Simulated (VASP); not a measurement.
# ZrH (P4_2/mmc) in VASP: a series of runs

The runs below take ZrH through single point, with r2SCAN.

All numbers are computed with VASP 6.6.1; they aren't measurements. Logs are shortened: lines on timing, memory, paths and dates and some standing lists are left out, and cuts for length are marked.

## (1) The cell of the first run

It takes space group P4_2/mmc (No. 131, tetragonal). Conventional cell: a = 3.228 Å, b = 3.228 Å, c = 4.937 Å, α = 90.00°, β = 90.00°, γ = 90.00°. Zr (site symmetry mmm) has 4 H at 2.03 Å within 2.7 Å. Within 2.7 Å of H (site symmetry -4m2) lie 4 Zr at 2.03 Å and 2 H at 2.47 Å.

## (2) Single point, r2SCAN

File POSCAR:

```
ZrH
1.0
    3.2281583400      0.0000000000      0.0000000000
    0.0000000000      3.2281583400      0.0000000000
    0.0000000000      0.0000000000      4.9368057400
Zr H
2 2
Direct
    0.0000000000      0.5000000000      0.0000000000
    0.5000000000      0.0000000000      0.5000000000
    0.0000000000      0.0000000000      0.7500000000
    0.0000000000      0.0000000000      0.2500000000
```

File INCAR.step1:

```
PREC = Accurate ; ENCUT = 520
ISMEAR = -1 ; SIGMA = 0.1
LREAL = False ; LASPH = True
NELM = 80 ; NBANDS = 21
GGA = PE ; ALGO = Normal
EDIFF = 1E-4 ; LWAVE = True
LCHARG = False
```

File INCAR.step2:

```
PREC = Accurate ; ENCUT = 520
EDIFF = 1E-7 ; ISMEAR = -1
SIGMA = 0.1 ; LREAL = False
LASPH = True ; NELM = 80
ALGO = Normal ; ISIF = 2
LWAVE = False ; LCHARG = False
METAGGA = R2SCAN ; LMIXTAU = True
NBANDS = 21 ; ISTART = 1
```

File KPOINTS:

```
Automatic mesh
0
Gamma
  10 10 7
```

Potentials or basis: VASP PAW PBE potentials, release 64 (Zr_sv, H).

Launch:

```console
> cat potpaw_PBE.64/Zr_sv/POTCAR potpaw_PBE.64/H/POTCAR > POTCAR
> cp INCAR.step1 INCAR
> mpirun -np 1 vasp_std > vasp.out
> cp INCAR.step2 INCAR
> mpirun -np 1 vasp_std > vasp.out
```

OUTCAR:

```text
PREC = Accurate
   ENCUT = 520
   EDIFF = 1E-7
   ISMEAR = -1
   LREAL = False
   LASPH = True
   NELM = 80
   ISIF = 2
   METAGGA = R2SCAN
   ISTART = 1

 ion  position               nearest neighbor table
   1  0.000  0.500  0.000-   3 2.03   4 2.03   3 2.03   4 2.03   2 3.36   2 3.36   2 3.36   2 3.36
                             2 3.36   2 3.36   2 3.36   2 3.36
   2  0.500  0.000  0.500-   3 2.03   4 2.03   3 2.03   4 2.03   1 3.36   1 3.36   1 3.36   1 3.36
                             1 3.36   1 3.36   1 3.36   1 3.36
   3  0.000  0.000  0.750-   1 2.03   2 2.03   1 2.03   2 2.03
   4  0.000  0.000  0.250-   1 2.03   2 2.03   1 2.03   2 2.03

  LATTYP: Found a simple tetragonal cell.
 ALAT       =     3.2281583400
 C/A-ratio  =     1.5292947929

  Lattice vectors:

 A1 = (   3.2281583400,   0.0000000000,   0.0000000000)
 A2 = (   0.0000000000,   3.2281583400,   0.0000000000)
 A3 = (   0.0000000000,   0.0000000000,   4.9368057400)

Analysis of symmetry for initial positions (statically):
=====================================================================
 Subroutine PRICEL returns:
 Original cell was already a primitive cell.

 Routine SETGRP: Setting up the symmetry group for a
 simple tetragonal supercell.

 Subroutine GETGRP returns: Found 16 space group operations
 (whereof  8 operations were pure point group operations)
 out of a pool of 16 trial point group operations.

The static configuration has the point symmetry D_2h.
 The point group associated with its full space group is D_4h.

Analysis of symmetry for dynamics (positions and initial velocities):
=====================================================================
 Subroutine PRICEL returns:
 Original cell was already a primitive cell.

 Routine SETGRP: Setting up the symmetry group for a
 simple tetragonal supercell.

 Subroutine GETGRP returns: Found 16 space group operations
 (whereof  8 operations were pure point group operations)
 out of a pool of 16 trial point group operations.

The dynamic configuration has the point symmetry D_2h.
 The point group associated with its full space group is D_4h.

 Subroutine INISYM returns: Found 16 space group operations
 (whereof  8 operations are pure point group operations),
 and found     1 'primitive' translations

----------------------------------------------------------------------------------------

                                     Primitive cell

  volume of cell :      51.4465

  direct lattice vectors                    reciprocal lattice vectors
     3.228158340  0.000000000  0.000000000     0.309774148  0.000000000  0.000000000
     0.000000000  3.228158340  0.000000000     0.000000000  0.309774148  0.000000000
     0.000000000  0.000000000  4.936805740     0.000000000  0.000000000  0.202560127

  length of vectors
     3.228158340  3.228158340  4.936805740     0.309774148  0.309774148  0.202560127

  position of ions in fractional coordinates (direct lattice)
     0.000000000  0.500000000  0.000000000
     0.500000000  0.000000000  0.500000000
     0.000000000  0.000000000  0.750000000
     0.000000000  0.000000000  0.250000000

  ion indices of the primitive-cell ions
   primitive index   ion index
                 1           1
                 2           2
                 3           3
                 4           4

----------------------------------------------------------------------------------------

 KPOINTS: Automatic mesh

Automatic generation of k-mesh.
 Grid dimensions read from file:
 generate k-points for:   10   10    7

 Generating k-lattice:

  Cartesian coordinates                     Fractional coordinates (reciprocal lattice)
     0.030977415  0.000000000  0.000000000     0.100000000  0.000000000  0.000000000
     0.000000000  0.030977415  0.000000000     0.000000000  0.100000000  0.000000000
     0.000000000  0.000000000  0.028937161     0.000000000  0.000000000  0.142857143

  Length of vectors
     0.030977415  0.030977415  0.028937161

  Shift w.r.t. Gamma in fractional coordinates (k-lattice)
     0.000000000  0.000000000  0.000000000

 Subroutine IBZKPT returns following result:
 ===========================================

 Found     84 irreducible k-points:

 Following reciprocal coordinates:
            Coordinates               Weight
  0.000000  0.000000  0.000000      1.000000
  0.100000  0.000000  0.000000      4.000000
  0.200000  0.000000  0.000000      4.000000
  0.300000  0.000000  0.000000      4.000000
  0.400000  0.000000  0.000000      4.000000
  0.500000  0.000000  0.000000      2.000000
[... 16 lines left out ...]
  0.100000  0.000000  0.142857      8.000000
  0.200000  0.000000  0.142857      8.000000
 [... further k-points ...]
   k-points           NKPTS =     84   k-points in BZ     NKDIM =     84   number of bands    NBANDS=     21
   number of dos      NEDOS =    301   number of ions     NIONS =      4
   total plane-waves  NPLWV =  23040
   dimension x,y,z NGX =    24 NGY =   24 NGZ =   40
   dimension x,y,z NGXF=    48 NGYF=   48 NGZF=   80
   ions per type =               2   2
   NGX,Y,Z   is equivalent  to a cutoff of  12.36, 12.36, 13.47 a.u.
   NGXF,Y,Z  is equivalent  to a cutoff of  24.72, 24.72, 26.94 a.u.
 SYSTEM =  unknown system
   PREC   = accura    normal or accurate (medium, high low for compatibility)
   ISTART =      1    job   : 0-new  1-cont  2-samecut
   ICHARG =      0    charge: 1-file 2-atom 10-const
   ISPIN  =      1    spin polarized calculation?
   LNONCOLLINEAR =      F non collinear calculations
   LSORBIT =      F    spin-orbit coupling
   LASPH  =      T    aspherical Exc in radial PAW
   ENCUT  =  520.0 eV  38.22 Ry    6.18 a.u.   6.00  6.00  9.18*2*pi/ulx,y,z
   NELM   =     80;   NELMIN=  2; NELMDL=  0     # of ELM steps
   EDIFF  = 0.1E-06   stopping-criterion for ELM
   LREAL  =      F    real-space projection
   EDIFFG = 0.1E-05   stopping-criterion for IOM
   NSW    =      0    number of steps for IOM
   IBRION =     -1    ionic relax: 0-MD 1-quasi-New 2-CG
   NFREE  =      0    steps in history (QN), initial steepest desc. (CG)
   ISIF   =      2    stress and relaxation
   ISYM   =      2    0-nonsym 1-usesym 2-fastsym
   POTIM  = 0.5000    time-step for ionic-motion
   TEBEG  =    0.0;   TEEND  =   0.0 temperature during run
   PSTRESS=    0.0 pullay stress
   NELECT =      26.0000    total number of electrons
   NUPDOWN=      -1.0000    fix difference up-down
   EMIN   =  10.00;   EMAX   =-10.00  energy-range for DOS
   EFERMI =   0.00;   METHOD = LEGACY
   ISMEAR =    -1;   SIGMA  =   0.10  broadening in eV -4-tet -1-fermi 0-gaus
   EFERMI_NEDOS =   21; number of points for ismear=-14 and -15
   IALGO  =     38    algorithm
   IMIX   =      4    mixing-type and parameters
     AMIX     =   0.40;   BMIX     =  1.00
     AMIX_MAG =   1.60;   BMIX_MAG =  1.00
  volume/ion in A,a.u.               =      12.86        86.79
  Fermi-wavevector in a.u.,A,eV,Ry     =   1.304009  2.464220 23.135897  1.700440
  Thomas-Fermi vector in A             =   2.434974
   LORBIT       =      0    0 simple, 1 ext, 2 COOP (PROOUT), +10 PAW based schemes
   METAGGA = R2SCAN    functional components
   LHFCALC =     F    Hartree Fock is set to
   AEXX    =    0.0000 exact exchange contribution
   IVDW    =     0    specifies the selected vdW correction
   LEPSILON=     F    determine dielectric tensor
   LRPA    =     F    only Hartree local field effects (RPA)
 non-spin polarized calculation
  energy-cutoff  :      520.00
  volume of cell :       51.45
 maximum number of plane-waves:      1409
   NGX = 13   NGY = 13   NGZ = 19

 number of electron      25.9999997 magnetization

 Free energy of the ion-electron system (eV)
  ---------------------------------------------------
  ext. energy  EPLUGINS =         0.00000000
  ---------------------------------------------------
  free energy    TOTEN  =       -54.41154992 eV

  energy without entropy =      -54.35106657  energy(sigma->0) =      -54.38130825

 E-fermi :   8.4409     XC(G=0): -11.9061

 val. band max:        8.4252896950   @ k =   0.3000   0.2000   0.4286
 cond. band min:       8.4562973168   @ k =   0.4000   0.1000   0.4286
 fundamental gap:      0.0310076218
 Fermi energy:         8.4408805691

 k-point     1 :       0.0000    0.0000    0.0000
  band No.  band energies     occupation
      1     -42.2410      2.00000
      2     -42.1207      2.00000
      3     -19.9420      2.00000
      4     -19.4056      2.00000
      5     -19.4056      2.00000
      6     -19.1840      2.00000
[... 13 lines left out ...]
     20      13.4611      0.00000
     21      14.7236      0.00000

 k-point     2 :       0.1000    0.0000    0.0000
  band No.  band energies     occupation
      1     -42.2335      2.00000
      2     -42.1191      2.00000
      3     -19.9174      2.00000
      4     -19.4581      2.00000
      5     -19.3972      2.00000
      6     -19.2118      2.00000
[... 13 lines left out ...]
     20      13.4107      0.00000
     21      15.4873      0.00000

 k-point     3 :       0.2000    0.0000    0.0000
  band No.  band energies     occupation
      1     -42.2131      2.00000
      2     -42.1155      2.00000
      3     -19.8476      2.00000
      4     -19.5945      2.00000
      5     -19.3745      2.00000
      6     -19.3560      2.00000
[... 13 lines left out ...]
     20      13.8924      0.00000
     21      15.3494      0.00000

 k-point     4 :       0.3000    0.0000    0.0000
  band No.  band energies     occupation
      1     -42.1850      2.00000
      2     -42.1138      2.00000
      3     -19.7606      2.00000
      4     -19.7433      2.00000
      5     -19.5276      2.00000
      6     -19.3441      2.00000
[... 13 lines left out ...]
     20      14.7180      0.00000
     21      14.8429      0.00000

 k-point     5 :       0.4000    0.0000    0.0000
  band No.  band energies     occupation
      1     -42.1563      2.00000
      2     -42.1184      2.00000
      3     -19.8932      2.00000
      4     -19.6615      2.00000
      5     -19.6209      2.00000
      6     -19.3808      2.00000
[... 13 lines left out ...]
     20      14.8012      0.00000
     21      15.8265      0.00000

 k-point     6 :       0.5000    0.0000    0.0000
  band No.  band energies     occupation
      1     -42.1355      2.00000
      2     -42.1299      2.00000
      3     -19.9434      2.00000
      4     -19.7116      2.00000
      5     -19.5151      2.00000
      6     -19.4734      2.00000
[... 13 lines left out ...]
     20      14.3118      0.00000
     21      16.2909      0.00000

 k-point     7 :       0.1000    0.1000    0.0000
  band No.  band energies     occupation
      1     -42.2262      2.00000
      2     -42.1173      2.00000
      3     -19.8936      2.00000
      4     -19.4712      2.00000
      5     -19.4288      2.00000
      6     -19.2321      2.00000
[... 13 lines left out ...]
     20      13.4219      0.00000
     21      16.0251      0.00000
[... 291 lines left out ...]
      1     -42.0903      2.00000
      2     -42.0898      2.00000
      3     -20.0787      2.00000
      4     -19.7885      2.00000
      5     -19.6172      2.00000
      6     -19.4545      2.00000
[... 13 lines left out ...]
     20      13.8934      0.00000
     21      16.7395      0.00000

 k-point    21 :       0.5000    0.5000    0.0000
  band No.  band energies     occupation
      1     -42.0855      2.00000
      2     -42.0855      2.00000
      3     -20.1101      2.00000
      4     -19.8131      2.00000
      5     -19.6306      2.00000
      6     -19.4668      2.00000
[... 13 lines left out ...]
     20      13.8329      0.00000
     21      16.4192      0.00000

 k-point    22 :       0.0000    0.0000    0.1429
  band No.  band energies     occupation
      1     -42.2351      2.00000
      2     -42.1268      2.00000
      3     -19.9074      2.00000
      4     -19.3971      2.00000
      5     -19.3971      2.00000
      6     -19.2247      2.00000
[... 13 lines left out ...]
     20      13.2457      0.00000
     21      14.6841      0.00000

 k-point    23 :       0.1000    0.0000    0.1429
  band No.  band energies     occupation
      1     -42.2279      2.00000
      2     -42.1248      2.00000
      3     -19.8878      2.00000
      4     -19.4485      2.00000
      5     -19.3893      2.00000
      6     -19.2649      2.00000
[... 13 lines left out ...]
     20      13.3451      0.00000
     21      15.2683      0.00000

 k-point    24 :       0.2000    0.0000    0.1429
  band No.  band energies     occupation
      1     -42.2083      2.00000
      2     -42.1204      2.00000
      3     -19.8402      2.00000
      4     -19.5736      2.00000
      5     -19.3938      2.00000
      6     -19.3681      2.00000
[... 13 lines left out ...]
     20      13.4222      0.00000
     21      15.9261      0.00000

 [... further k-points ...]
[... 5 lines left out ...]
  --------------------------------------------------------------------------------------
  -------------------------------------------------------------------------------------
  Total        0.7638704      0.7638704      0.8373565      0.0000000      0.0000000      0.0000000
  in kB       23.7889126     23.7889126     26.0774585      0.0000000      0.0000000      0.0000000
  external PRESSURE =      24.5517612 kB  Pullay stress =       0.0000000 kB

 VOLUME and BASIS-vectors are now :
 -----------------------------------------------------------------------------
  energy-cutoff  :      520.00
  volume of cell :       51.45
      direct lattice vectors                 reciprocal lattice vectors
     3.228158340  0.000000000  0.000000000     0.309774148  0.000000000  0.000000000
     0.000000000  3.228158340  0.000000000     0.000000000  0.309774148  0.000000000
     0.000000000  0.000000000  4.936805740     0.000000000  0.000000000  0.202560127

 POSITION                                       TOTAL-FORCE (eV/Angst)
 -----------------------------------------------------------------------------------
      0.00000      1.61408      0.00000        -0.000000      0.000000     -0.000000
      1.61408      0.00000      2.46840        -0.000000      0.000000     -0.000000
      0.00000      0.00000      3.70260        -0.000000      0.000000      0.000000
      0.00000      0.00000      1.23420         0.000000     -0.000000      0.000000
 -----------------------------------------------------------------------------------
    total drift:                                0.000000      0.000000     -0.000000

  FREE ENERGIE OF THE ION-ELECTRON SYSTEM (eV)
  ---------------------------------------------------
  free  energy   TOTEN  =       -54.4115499249 eV

  energy  without entropy=      -54.3510665685  energy(sigma->0) =      -54.38130825
```

Run time: 4.7 min. Hardware: 1 thread of Intel Xeon Platinum 8375C at 2.90GHz (Ice Lake), shared host; peak memory 0.22 GiB.

Results:

```
Free energy            : -54.4115 eV
Pressure               : 2.5 GPa
Band gap on the k mesh : zero (bands 13 and 14 overlap by 0.81 eV)
```

Caveat: the PAW data sets were made with another functional, which shifts forces and pressure a little.

## (3) Single point, r2SCAN

This run uses another cell than the first one, of 13.12 Å³/atom.

File POSCAR:

```
ZrH
1.0
    3.2499708820      0.0000000000      0.0000000000
    0.0000000000      3.2499708820      0.0000000000
    0.0000000000      0.0000000000      4.9701635460
Zr H
2 2
Direct
    0.0000000000      0.5000000000      0.0000000000
    0.5000000000      0.0000000000      0.5000000000
    0.0000000000      0.0000000000      0.7500000000
    0.0000000000      0.0000000000      0.2500000000
```

File INCAR.step1:

```
PREC = Accurate
ENCUT = 520
ISMEAR = -1
SIGMA = 0.1
LREAL = F
LASPH = T
NELM = 60
NBANDS = 21
GGA = PE
ALGO = Normal
EDIFF = 1E-4
LWAVE = T
LCHARG = F
```

File INCAR.step2:

```
PREC = Accurate
ENCUT = 520
EDIFF = 1E-6
ISMEAR = -1
SIGMA = 0.1
LREAL = F
LASPH = T
NELM = 60
ALGO = Normal
ISIF = 2
LWAVE = F
LCHARG = F
METAGGA = R2SCAN
LMIXTAU = T
NBANDS = 21
ISTART = 1
```

KPOINTS is that of step 2.

Potentials or basis: VASP PAW PBE potentials, release 64 (Zr_sv, H).

Launch:

```console
> cat potpaw_PBE.64/Zr_sv/POTCAR potpaw_PBE.64/H/POTCAR > POTCAR
> cp INCAR.step1 INCAR
> mpirun -np 1 vasp_std > vasp.out
> cp INCAR.step2 INCAR
> mpirun -np 1 vasp_std > vasp.out
```

Wall time 4.2 min (1 thread of Intel Xeon Platinum 8375C at 2.90GHz (Ice Lake), shared host); peak memory 0.22 GiB.

Results (log left out):

| Property | Result |
| --- | --- |
| Free energy | -54.4199 eV |
| Pressure | -0.1 GPa |
| Band gap on the k mesh | zero (bands 13 and 14 overlap by 0.79 eV) |

Levels at points of the mesh, in eV from the Fermi level:
| k point | band 11 | band 12 | band 13 | band 14 | band 15 | band 16 |
| --- | --- | --- | --- | --- | --- | --- |
| (0.00, 0.00, 0.00) | -3.13 | -3.09 | 0.11 | 0.81 | 0.81 | 2.47 |
| (0.50, 0.00, 0.00) | -2.17 | -0.86 | -0.61 | -0.22 | 1.86 | 2.08 |
| (0.50, 0.50, 0.00) | -3.03 | -3.03 | -2.01 | 2.77 | 4.20 | 4.54 |

Caveat: the PAW data sets were made with another functional, which shifts forces and pressure a little.

(Part 1 of 2 ends here.)
